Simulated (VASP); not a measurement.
Set up this calculation in VASP 6.6.1, as the native input.

```
Task                   : single point
Functional             : LDA
Potentials or basis    : VASP PAW LDA potentials, release 64 (W_sv)
Cutoff                 : 520 eV
k mesh                 : 16 × 16 × 12
Occupations            : gaussian, width 0.15 eV
Spin                   : no spin polarisation
Dipole correction      : no
Further INCAR settings : ALGO = Fast; EDIFF = 1e-06; NBANDS = 21
```

The structure of W lies in POSCAR:

```
W
1.0
    0.0000000000     -1.9862702900     -1.9862702900
    0.0000000000      1.9862702900     -1.9862702900
    3.9725405800      0.0000000000      0.0000000000
W
2
Direct
    0.5203396286      0.4796603714      0.4828824908
   -0.0203396286      0.0203396286      0.0171175092
```

This cell differs from its parent crystal: atoms displaced along several vibrational modes.

One way to write it, as run:

INCAR

```
SYSTEM = W
ALGO = Fast ; EDIFF = 1E-6
ENCUT = 520 ; ISIF = 2
ISMEAR = 0 ; LASPH = .TRUE.
LCHARG = .FALSE. ; LREAL = .FALSE.
LWAVE = .FALSE. ; NBANDS = 21
NELM = 60 ; PREC = Accurate
SIGMA = 0.15
```

KPOINTS

```
k-points
0
G
  16 16 12
  0 0 0
```

Potentials or basis: VASP PAW LDA potentials, release 64 (W_sv).

The run is started by

```console
$ cat potpaw_LDA.64/W_sv/POTCAR > POTCAR
$ mpirun -np 1 vasp_std > vasp.out
```

It gave:

| Property | Result |
| --- | --- |
| Pressure | 6.1 GPa |
| Largest force | 1.958 eV/Å |
| Band gap on the k mesh | zero (bands 14 and 15 overlap by 3.99 eV) |

Caveat: the cell differs from its parent crystal (atoms displaced along several vibrational modes); the stress differs along the axes, from 1 to 10 GPa; spin-orbit coupling is left out, which moves the levels of the heavy elements; forces of over 1 eV/Å act on the atoms, so gaps and moduli don't describe the material at rest.

Wall time 4 min on 1 thread of AMD EPYC 7R13, on a shared host, peak memory 0.49 GiB.
